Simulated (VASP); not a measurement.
# PtSe2 (Sudovikovite) (P-3m1) in VASP: a series of runs, part 2 of 2

VASP 6.6.1.

## 3. Relaxation of cell and atoms, PBEsol+D4, target pressure 10 GPa, at which the enthalpy is minimised

The input, INCAR:

```
PREC = Accurate ; ENCUT = 600
EDIFF = 1E-6 ; ISMEAR = -1
SIGMA = 0.15 ; LREAL = F
LASPH = T ; NELM = 80
ALGO = Normal ; ISIF = 3
LWAVE = F ; LCHARG = F
GGA = PS ; IVDW = 13
IBRION = 2 ; NSW = 80
EDIFFG = -0.01 ; PSTRESS = 100.0
```

The input, KPOINTS:

```
Automatic mesh
0
Gamma
  9 9 6
```

The input, POSCAR:

```
PtSe2
1.0
    3.7240000000      0.0000000000      0.0000000000
   -1.8620000000      3.2250800000      0.0000000000
    0.0000000000      0.0000000000      5.0620000000
Pt Se
1 2
Direct
    0.0000000000      0.0000000000      0.0000000000
    0.3333333333      0.6666666667      0.2500000000
    0.6666666667      0.3333333333      0.7500000000
```

Potentials or basis: VASP PAW PBE potentials, release 64 (Pt, Se).

On the command line:

```bash
cat potpaw_PBE.64/Pt/POTCAR potpaw_PBE.64/Se/POTCAR > POTCAR
mpirun -np 1 vasp_std > vasp.out
```

It took 11 min on 1 thread of AMD EPYC 7R13 (Zen 3), shared host; peak memory 0.22 GiB.

The run converged. Its results:

```
Free energy                                            : -16.6928 eV
Relaxed volume                                         : 17.41 Å³/atom
Relaxed cell                                           : a = 3.692 Å, b = 3.692 Å, c = 4.424 Å, α = 90.00°, β = 90.00°, γ = 120.00°
Space group after relaxing (to 0.05 Å)                 : P-3m1 (No. 164)
Energy change on relaxing (the enthalpy is what falls) : +26.2 meV/atom
Ionic steps                                            : 14
Pressure after relaxing                                : 10.0 GPa
Largest force after relaxing                           : 0.007 eV/Å
Band gap on the k mesh                                 : zero (band 11 reaches 8.95 eV, above the bottom of band 12 at 8.35 eV)
Dispersion energy per atom                             : -0.333 eV
```

Forces in eV/Å, atoms in the order of the input:
```
Pt   0.000  0.000  0.000
Se   0.000  0.000  0.007
Se   0.000  0.000 -0.007
```

Stress tensor (GPa, compression positive):
```
10.08  0.00  0.00
 0.00 10.08  0.00
 0.00  0.00  9.97
```

The path:
```tsv
step	energy change (eV)	largest force (eV/Å)	pressure (GPa)	volume (Å³)
1	0.0000	0.3502	0.13	60.80
2	0.9182	3.2288	36.54	50.45
3	0.1139	1.2630	10.49	56.71
4	0.0676	0.9237	10.54	54.88
5	0.3543	0.6751	17.08	49.41
6	0.1070	0.4042	12.90	52.20
7	0.1565	0.1047	13.94	51.27
8	0.0322	0.8520	0.53	54.64
9	0.0883	0.1871	9.88	52.15
10	0.0894	0.1812	9.98	52.13
11	0.0807	0.0768	9.95	52.20
12	0.0759	0.0147	9.94	52.26
13	0.0760	0.0107	9.96	52.26
14	0.0786	0.0073	10.04	52.22
```

Final structure:
```
Pt Se
1.0
     3.69171    0.00000    0.00000
    -1.84586    3.19712    0.00000
     0.00000    0.00000    4.42395
Pt Se
1 2
Direct
  0.00000 0.00000 0.00000
  0.33333 0.66667 0.28271
  0.66667 0.33333 0.71729
```

Levels at points of the mesh, in eV from the Fermi level:
```csv
k point,band 9,band 10,band 11,band 12,band 13,band 14
"(0.00, 0.00, 0.00)",-1.02,-1.02,0.68,0.68,1.06,2.93
"(0.00, 0.00, 0.50)",-2.27,-2.27,-1.70,2.85,2.85,5.22
```

Caveat: the cell is relaxed towards a set pressure, so the enthalpy falls and the energy may rise; the PAW data sets were made with another functional, which shifts forces and pressure a little; spin-orbit coupling is left out, which moves the levels of the heavy elements; pairwise dispersion overbinds metals, which lowers pressure and volume.

## 4. Relaxation of cell and atoms, PBEsol+D4, target pressure 20 GPa, at which the enthalpy is minimised

The input, INCAR:

```
PREC     = Accurate       # precision mode
ENCUT    = 600            # plane-wave cutoff, eV
EDIFF    = 1E-7           # SCF threshold, eV
ISMEAR   = -1             # smearing method
SIGMA    = 0.15           # smearing width, eV
LREAL    = False          # projectors in reciprocal space
LASPH    = True           # aspherical terms in the spheres
NELM     = 80             # most SCF steps
ALGO     = Normal         # electronic algorithm
ISIF     = 3              # what is computed and relaxed
LWAVE    = False          # write WAVECAR
LCHARG   = False          # write CHGCAR
GGA      = PS             # functional
IVDW     = 13             # dispersion correction
IBRION   = 2              # ionic algorithm
NSW      = 80             # ionic steps
EDIFFG   = -0.01          # ionic threshold
PSTRESS  = 200.0
```

The input, KPOINTS:

```
regular mesh
0
Gamma
  9 9 6
```

POSCAR is that of step 3.

On the command line:

```bash
cat potpaw_PBE.64/Pt/POTCAR potpaw_PBE.64/Se/POTCAR > POTCAR
mpirun -np 1 vasp_std > vasp.out
```

Wall time 10 min (1 thread of AMD EPYC 7R13 (Zen 3), shared host); peak memory 0.21 GiB.

It converged, with:

```yaml
Free_energy: -16.4121 eV
Relaxed_volume: 16.38 Å³/atom
Relaxed_cell: a = 3.650 Å, b = 3.650 Å, c = 4.260 Å, α = 90.00°, β = 90.00°, γ = 120.00°
Space_group_after_relaxing_to_0.05_Å: P-3m1 (No. 164)
Energy_change_on_relaxing_the_enthalpy_is_what_falls: +119.8 meV/atom
Ionic_steps: 13
Pressure_after_relaxing: 20.0 GPa
Largest_force_after_relaxing: 0.009 eV/Å
Band_gap_on_the_k_mesh: zero (band 11 reaches 9.60 eV, above the bottom of band 12 at 9.14 eV)
Dispersion_energy_per_atom: -0.352 eV
```

Forces on the atoms (eV/Å):
```
Pt   0.000  0.000  0.000
Se   0.000  0.000 -0.009
Se   0.000  0.000  0.009
```

Step by step:
```tsv
step	energy change (eV)	largest force (eV/Å)	pressure (GPa)	volume (Å³)
1	0.0000	0.3500	0.11	60.80
2	5.1899	8.9897	126.14	41.23
3	0.3099	1.9284	18.31	54.62
4	0.3607	2.0672	20.05	54.18
5	0.2971	1.3687	20.63	51.56
6	0.7084	0.5438	28.57	47.02
7	0.4435	0.4296	24.43	48.78
8	0.4898	0.2350	25.22	48.36
9	0.1428	0.9267	6.80	52.11
10	0.3430	0.1381	19.39	49.37
11	0.3460	0.1298	19.52	49.35
12	0.3484	0.0791	19.70	49.27
13	0.3594	0.0089	19.97	49.15
```

Final structure:
```
Pt Se
1.0
     3.65029    0.00000    0.00000
    -1.82514    3.16125    0.00000
     0.00000    0.00000    4.25951
Pt Se
1 2
Direct
  0.00000 0.00000 0.00000
  0.33333 0.66667 0.29023
  0.66667 0.33333 0.70977
```

Levels at points of the mesh, in eV from the Fermi level:
```tsv
k point	band 8	band 9	band 10	band 11	band 12	band 13	band 14	band 15
(0.00, 0.00, 0.00)	-2.63	-1.07	-1.07	0.45	0.45	0.92	3.00	5.17
(0.00, 0.00, 0.50)	-3.06	-2.61	-2.61	-1.75	3.11	3.11	5.38	6.34
```

Caveat: the cell is relaxed towards a set pressure, so the enthalpy falls and the energy may rise; the volume moved by over 15 % at a fixed basis, so the end points are rough; the PAW data sets were made with another functional, which shifts forces and pressure a little; spin-orbit coupling is left out, which moves the levels of the heavy elements; pairwise dispersion overbinds metals, which lowers pressure and volume.

## 5. Overview

| cell | gap on the mesh (eV) | pressure (GPa) | largest force (eV/Å) |
| --- | --- | --- | --- |
| relaxed to 5 GPa | none | 5.0 | 0.01 |
| relaxed to 10 GPa | none | 10.0 | 0.01 |
| relaxed to 20 GPa | none | 20.0 | 0.01 |

Alike in all rows: task relaxation of cell and atoms; level PBEsol+D4; potentials or basis VASP PAW PBE potentials, release 64 (Pt, Se); no spin polarisation; k mesh 9 × 9 × 6; cutoff (eV) 600; smearing fermi-dirac 0.15 eV.

Caveats: the cell is relaxed towards a set pressure, so the enthalpy falls and the energy may rise; the PAW data sets were made with another functional, which shifts forces and pressure a little; spin-orbit coupling is left out, which moves the levels of the heavy elements; pairwise dispersion overbinds metals, which lowers pressure and volume; the volume moved by over 15 % at a fixed basis, so the end points are rough (some runs).

Total energies depend on the potentials used, so only differences within one code and one set of settings carry meaning.
